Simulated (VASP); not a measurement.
# Na (Pm-3m) in VASP: settings compared

Na is run at these levels: PBEsol, BLYP, LDA; tasks: single point.

Program: VASP 6.6.1. These are calculated values, not measurements. Logs are shortened: lines on timing, memory, paths and dates and some standing lists are left out, and cuts for length are marked.

## (1) The cell of the first run

It takes space group Pm-3m (No. 221, cubic). Conventional cell: a = 7.023 Å, b = 7.023 Å, c = 7.023 Å, α = 90.00°, β = 90.00°, γ = 90.00°.

## (2) Single point, PBEsol

INCAR reads:

```
SYSTEM = Na
  PREC = Accurate
  ENCUT = 520
  EDIFF = 1E-6
  ISMEAR = -1
  SIGMA = 0.1
  LREAL = .False.
  LASPH = .True.
  NELM = 60
  ALGO = Normal
  ISIF = 2
  LWAVE = .False.
  LCHARG = .False.
  GGA = PS
  NBANDS = 10
```

KPOINTS reads:

```
regular mesh
0
Gamma
  5 5 5
  0 0 0
```

POSCAR reads:

```
Na
1.0
    7.0233430000      0.0000000000      0.0000000000
    0.0000000000      7.0233430000      0.0000000000
    0.0000000000      0.0000000000      7.0233430000
Na
1
Direct
    0.0000000000      0.0000000000      0.0000000000
```

Potentials or basis: VASP PAW PBE potentials, release 64 (Na_pv).

Command:

```bash
$ cat potpaw_PBE.64/Na_pv/POTCAR > POTCAR
$ mpirun -np 1 vasp_std > vasp.out
```

OUTCAR:

```text
SYSTEM = Na
   PREC = Accurate
   ENCUT = 520
   EDIFF = 1E-6
   ISMEAR = -1
   LREAL = .False.
   LASPH = .True.
   NELM = 60
   ISIF = 2
   GGA = PS

 ion  position               nearest neighbor table
   1  0.000  0.000  0.000-

  LATTYP: Found a simple cubic cell.
 ALAT       =     7.0233430000

  Lattice vectors:

 A1 = (   7.0233430000,   0.0000000000,   0.0000000000)
 A2 = (   0.0000000000,   7.0233430000,   0.0000000000)
 A3 = (   0.0000000000,   0.0000000000,   7.0233430000)

Analysis of symmetry for initial positions (statically):
=====================================================================
 Subroutine PRICEL returns:
 Original cell was already a primitive cell.

 Routine SETGRP: Setting up the symmetry group for a
 simple cubic supercell.

 Subroutine GETGRP returns: Found 48 space group operations
 (whereof 48 operations were pure point group operations)
 out of a pool of 48 trial point group operations.

The static configuration has the point symmetry O_h .

Analysis of symmetry for dynamics (positions and initial velocities):
=====================================================================
 Subroutine PRICEL returns:
 Original cell was already a primitive cell.

 Routine SETGRP: Setting up the symmetry group for a
 simple cubic supercell.

 Subroutine GETGRP returns: Found 48 space group operations
 (whereof 48 operations were pure point group operations)
 out of a pool of 48 trial point group operations.

The dynamic configuration has the point symmetry O_h .

 Subroutine INISYM returns: Found 48 space group operations
 (whereof 48 operations are pure point group operations),
 and found     1 'primitive' translations

----------------------------------------------------------------------------------------

                                     Primitive cell

  volume of cell :     346.4429

  direct lattice vectors                    reciprocal lattice vectors
     7.023343000  0.000000000  0.000000000     0.142382338  0.000000000  0.000000000
     0.000000000  7.023343000  0.000000000     0.000000000  0.142382338  0.000000000
     0.000000000  0.000000000  7.023343000     0.000000000  0.000000000  0.142382338

  length of vectors
[... 65 lines left out ...]
   EDIFF  = 0.1E-05   stopping-criterion for ELM
   LREAL  =      F    real-space projection
   EDIFFG = 0.1E-04   stopping-criterion for IOM
   NSW    =      0    number of steps for IOM
   IBRION =     -1    ionic relax: 0-MD 1-quasi-New 2-CG
   NFREE  =      0    steps in history (QN), initial steepest desc. (CG)
   ISIF   =      2    stress and relaxation
   ISYM   =      2    0-nonsym 1-usesym 2-fastsym
   POTIM  = 0.5000    time-step for ionic-motion
   TEBEG  =    0.0;   TEEND  =   0.0 temperature during run
   PSTRESS=    0.0 pullay stress
   NELECT =       7.0000    total number of electrons
   NUPDOWN=      -1.0000    fix difference up-down
   EMIN   =  10.00;   EMAX   =-10.00  energy-range for DOS
   EFERMI =   0.00;   METHOD = LEGACY
   ISMEAR =    -1;   SIGMA  =   0.10  broadening in eV -4-tet -1-fermi 0-gaus
   EFERMI_NEDOS =   21; number of points for ismear=-14 and -15
   IALGO  =     38    algorithm
   IMIX   =      4    mixing-type and parameters
     AMIX     =   0.40;   BMIX     =  1.00
     AMIX_MAG =   1.60;   BMIX_MAG =  1.00
  volume/ion in A,a.u.               =     346.44      2337.91
  Fermi-wavevector in a.u.,A,eV,Ry     =   0.445893  0.842615  2.705114  0.198820
  Thomas-Fermi vector in A             =   1.423866
   LORBIT       =      0    0 simple, 1 ext, 2 COOP (PROOUT), +10 PAW based schemes
   GGA     = PS    functional components
   LHFCALC =     F    Hartree Fock is set to
   AEXX    =    0.0000 exact exchange contribution
   IVDW    =     0    specifies the selected vdW correction
   LEPSILON=     F    determine dielectric tensor
   LRPA    =     F    only Hartree local field effects (RPA)
 non-spin polarized calculation
  energy-cutoff  :      520.00
  volume of cell :      346.44
 maximum number of plane-waves:      9360
 NGX is ok and might be reduce to    54
   NGX = 27   NGY = 27   NGZ = 27

 number of electron       7.0000020 magnetization

 Free energy of the ion-electron system (eV)
  ---------------------------------------------------
  ext. energy  EPLUGINS =         0.00000000
  ---------------------------------------------------
  free energy    TOTEN  =        -0.22941033 eV

  energy without entropy =       -0.13142114  energy(sigma->0) =       -0.18041573

 E-fermi :  -2.2976     XC(G=0):  -2.3698

 val. band max:       -2.3595692191   @ k =   0.4000   0.2000   0.0000
 cond. band min:      -2.2812081745   @ k =   0.4000   0.2000   0.2000
 fundamental gap:      0.0783610446
 Fermi energy:        -2.2975939054

 k-point     1 :       0.0000    0.0000    0.0000
  band No.  band energies     occupation
      1     -28.3488      2.00000
      2     -28.3488      2.00000
      3     -28.3488      2.00000
      4      -2.6955      1.96326
      5       0.4118      0.00000
      6       0.4118      0.00000
      7       0.4118      0.00000
      8       0.7510      0.00000
      9       1.1280      0.00000
     10       1.1280      0.00000
[... 105 lines left out ...]
 k-point    10 :       0.4000    0.4000    0.4000
  band No.  band energies     occupation
      1     -28.3488      2.00000
      2     -28.3488      2.00000
      3     -28.3488      2.00000
      4      -1.9579      0.06479
      5      -0.4147      0.00000
      6      -0.3781      0.00000
      7      -0.3781      0.00000
      8       0.8561      0.00000
      9       0.9565      0.00000
     10       0.9565      0.00000

------------------------ aborting loop because EDIFF is reached ----------------------------------------

  FORCE on cell =-STRESS in cart. coord.  units (eV):
  Direction    XX          YY          ZZ          XY          YZ          ZX
  --------------------------------------------------------------------------------------
  -------------------------------------------------------------------------------------
  Total       -0.2456601     -0.2456601     -0.2456601      0.0000000      0.0000000     -0.0000000
  in kB       -1.1360923     -1.1360923     -1.1360923      0.0000000      0.0000000     -0.0000000
  external PRESSURE =      -1.1360923 kB  Pullay stress =       0.0000000 kB

 VOLUME and BASIS-vectors are now :
 -----------------------------------------------------------------------------
  energy-cutoff  :      520.00
  volume of cell :      346.44
      direct lattice vectors                 reciprocal lattice vectors
     7.023343000  0.000000000  0.000000000     0.142382338  0.000000000  0.000000000
     0.000000000  7.023343000  0.000000000     0.000000000  0.142382338  0.000000000
     0.000000000  0.000000000  7.023343000     0.000000000  0.000000000  0.142382338

 POSITION                                       TOTAL-FORCE (eV/Angst)
 -----------------------------------------------------------------------------------
      0.00000      0.00000      0.00000         0.000000      0.000000      0.000000
 -----------------------------------------------------------------------------------
    total drift:                                0.000000      0.000000     -0.000000

  FREE ENERGIE OF THE ION-ELECTRON SYSTEM (eV)
  ---------------------------------------------------
  free  energy   TOTEN  =        -0.2294103279 eV

  energy  without entropy=       -0.1314211398  energy(sigma->0) =       -0.18041573
```

OSZICAR:

```text
N       E                     dE             d eps       ncg     rms          rms(c)
DAV:   1     0.934833624879E+01    0.93483E+01   -0.28360E+03   280   0.365E+02
DAV:   2     0.478157794018E-01   -0.93005E+01   -0.92817E+01   206   0.925E+01
DAV:   3    -0.221518424575E+00   -0.26933E+00   -0.26927E+00   234   0.172E+01
DAV:   4    -0.226872233837E+00   -0.53538E-02   -0.53538E-02   230   0.227E+00
DAV:   5    -0.227038127604E+00   -0.16589E-03   -0.16589E-03   234   0.397E-01    0.129E-01
DAV:   6    -0.227315198767E+00   -0.27707E-03   -0.17940E-03   218   0.521E-01    0.803E-02
DAV:   7    -0.228507049770E+00   -0.11919E-02   -0.30088E-03   212   0.500E-01    0.453E-02
DAV:   8    -0.228918083971E+00   -0.41103E-03   -0.11087E-03   208   0.252E-01    0.148E-02
DAV:   9    -0.229309736805E+00   -0.39165E-03   -0.72791E-04   204   0.536E-02    0.470E-03
DAV:  10    -0.229369667641E+00   -0.59931E-04   -0.99266E-05   222   0.166E-02    0.411E-03
DAV:  11    -0.229406766351E+00   -0.37099E-04   -0.90131E-05   208   0.201E-02    0.842E-04
DAV:  12    -0.229408121885E+00   -0.13555E-05   -0.22307E-06   222   0.357E-03    0.605E-04
DAV:  13    -0.229410198349E+00   -0.20765E-05   -0.49149E-06   208   0.517E-03    0.292E-04
DAV:  14    -0.229410327879E+00   -0.12953E-06   -0.15565E-07   220   0.157E-03
   1 F= -.22941033E+00 E0= -.18041573E+00  d E =-.979892E-01
```

Wall time 22 s (1 thread of AMD EPYC 9R45 (Zen 5), shared host); peak memory 0.35 GiB.

What came out:

```
Free energy : -0.2294 eV
Pressure    : -0.1 GPa
```

Levels at points of the mesh, in eV from the Fermi level:
```
           k point  band 1  band 2  band 3  band 4  band 5  band 6  band 7  band 8  band 9
(0.00, 0.00, 0.00)  -26.05  -26.05  -26.05   -0.40    2.71    2.71    2.71    3.05    3.43
```

Caveat: the PAW data sets were made with another functional, which shifts forces and pressure a little.

## (3) Single point, BLYP

INCAR reads:

```
AGGAC    = 1.0          
AGGAX    = 1.0          
ALDAC    = 0.0          
ALDAX    = 1.0          
ALGO     = Normal         # electronic algorithm
EDIFF    = 1E-6           # SCF threshold, eV
ENCUT    = 520            # plane-wave cutoff, eV
GGA      = B5             # functional
ISIF     = 2              # what is computed and relaxed
ISMEAR   = -1             # smearing method
LASPH    = True           # aspherical terms in the spheres
LCHARG   = True           # write CHGCAR
LELF     = True           # ELF
LREAL    = False          # projectors in reciprocal space
LVHAR    = True         
LWAVE    = False          # write WAVECAR
NBANDS   = 10             # bands
NELM     = 80             # most SCF steps
PREC     = Accurate       # precision mode
SIGMA    = 0.1            # smearing width, eV
```

KPOINTS reads:

```
k-points
0
Gamma
  5 5 5
```

POSCAR is that of step 2.

Potentials or basis: VASP PAW PBE potentials, release 64 (Na_pv).

Command:

```bash
$ cat potpaw_PBE.64/Na_pv/POTCAR > POTCAR
$ mpirun -np 1 vasp_std > vasp.out
```

OUTCAR:

```text
EDIFF = 1E-6
   ENCUT = 520
   GGA = B5
   ISIF = 2
   ISMEAR = -1
   LASPH = True
   LREAL = False
   NELM = 80
   PREC = Accurate

 ion  position               nearest neighbor table
   1  0.000  0.000  0.000-

  LATTYP: Found a simple cubic cell.
 ALAT       =     7.0233430000

  Lattice vectors:

 A1 = (   7.0233430000,   0.0000000000,   0.0000000000)
 A2 = (   0.0000000000,   7.0233430000,   0.0000000000)
 A3 = (   0.0000000000,   0.0000000000,   7.0233430000)

Analysis of symmetry for initial positions (statically):
=====================================================================
 Subroutine PRICEL returns:
 Original cell was already a primitive cell.

 Routine SETGRP: Setting up the symmetry group for a
 simple cubic supercell.

 Subroutine GETGRP returns: Found 48 space group operations
 (whereof 48 operations were pure point group operations)
 out of a pool of 48 trial point group operations.

The static configuration has the point symmetry O_h .

Analysis of symmetry for dynamics (positions and initial velocities):
=====================================================================
[... 147 lines left out ...]

 k-point     1 :       0.0000    0.0000    0.0000
  band No.  band energies     occupation
      1     -28.1602      2.00000
      2     -28.1602      2.00000
      3     -28.1602      2.00000
      4      -2.5201      1.92942
      5       0.6297      0.00000
      6       0.6297      0.00000
      7       0.6297      0.00000
      8       1.0456      0.00000
      9       1.6182      0.00000
     10       1.6182      0.00000
[... 105 lines left out ...]
 k-point    10 :       0.4000    0.4000    0.4000
  band No.  band energies     occupation
      1     -28.1602      2.00000
      2     -28.1602      2.00000
      3     -28.1602      2.00000
      4      -1.9173      0.12353
      5      -0.1110      0.00000
      6      -0.0725      0.00000
      7      -0.0725      0.00000
      8       1.2679      0.00000
      9       1.4186      0.00000
     10       1.4186      0.00000

------------------------ aborting loop because EDIFF is reached ----------------------------------------

  FORCE on cell =-STRESS in cart. coord.  units (eV):
  Direction    XX          YY          ZZ          XY          YZ          ZX
  --------------------------------------------------------------------------------------
  -------------------------------------------------------------------------------------
  Total       -0.1113000     -0.1113000     -0.1113000      0.0000000      0.0000000      0.0000000
  in kB       -0.5147238     -0.5147238     -0.5147238      0.0000000      0.0000000      0.0000000
  external PRESSURE =      -0.5147238 kB  Pullay stress =       0.0000000 kB

 VOLUME and BASIS-vectors are now :
 -----------------------------------------------------------------------------
  energy-cutoff  :      520.00
  volume of cell :      346.44
      direct lattice vectors                 reciprocal lattice vectors
     7.023343000  0.000000000  0.000000000     0.142382338  0.000000000  0.000000000
     0.000000000  7.023343000  0.000000000     0.000000000  0.142382338  0.000000000
     0.000000000  0.000000000  7.023343000     0.000000000  0.000000000  0.142382338

 POSITION                                       TOTAL-FORCE (eV/Angst)
 -----------------------------------------------------------------------------------
      0.00000      0.00000      0.00000         0.000000      0.000000      0.000000
 -----------------------------------------------------------------------------------
    total drift:                                0.000000      0.000000     -0.000000

  FREE ENERGIE OF THE ION-ELECTRON SYSTEM (eV)
  ---------------------------------------------------
  free  energy   TOTEN  =        -0.1901914912 eV

  energy  without entropy=       -0.0827742127  energy(sigma->0) =       -0.13648285
```

OSZICAR:

```text
N       E                     dE             d eps       ncg     rms          rms(c)
DAV:   1     0.921876620999E+01    0.92188E+01   -0.28541E+03   280   0.364E+02
DAV:   2     0.816780198021E-01   -0.91371E+01   -0.91186E+01   206   0.915E+01
DAV:   3    -0.183892900526E+00   -0.26557E+00   -0.26551E+00   216   0.171E+01
DAV:   4    -0.189704743294E+00   -0.58118E-02   -0.58118E-02   230   0.241E+00
DAV:   5    -0.189883094242E+00   -0.17835E-03   -0.17835E-03   242   0.415E-01    0.654E-02
DAV:   6    -0.189986054968E+00   -0.10296E-03   -0.27601E-04   220   0.228E-01    0.335E-02
DAV:   7    -0.190156184917E+00   -0.17013E-03   -0.16475E-04   222   0.138E-01    0.862E-03
DAV:   8    -0.190184371305E+00   -0.28186E-04   -0.60418E-05   210   0.497E-02    0.159E-03
DAV:   9    -0.190194427243E+00   -0.10056E-04   -0.61510E-05   212   0.218E-02    0.448E-04
DAV:  10    -0.190195730480E+00   -0.13032E-05   -0.69787E-05   204   0.192E-02    0.464E-04
DAV:  11    -0.190193759597E+00    0.19709E-05   -0.23530E-05   208   0.130E-02    0.238E-04
DAV:  12    -0.190195166007E+00   -0.14064E-05   -0.30036E-05   204   0.230E-02    0.119E-04
DAV:  13    -0.190196842541E+00   -0.16765E-05   -0.42388E-05   204   0.212E-02    0.238E-04
DAV:  14    -0.190192295152E+00    0.45474E-05   -0.44088E-06   212   0.624E-03    0.113E-04
DAV:  15    -0.190191491241E+00    0.80391E-06   -0.29679E-06   210   0.536E-03
   1 F= -.19019149E+00 E0= -.13648285E+00  d E =-.107417E+00
```

It took 62 s on 1 thread of AMD EPYC 9R45 (Zen 5), shared host; peak memory 0.34 GiB.

What came out:

- Free energy: -0.1902 eV
- Pressure: -0.1 GPa

Caveat: the PAW data sets were made with another functional, which shifts forces and pressure a little.

(Continued in part 2 of 2.)
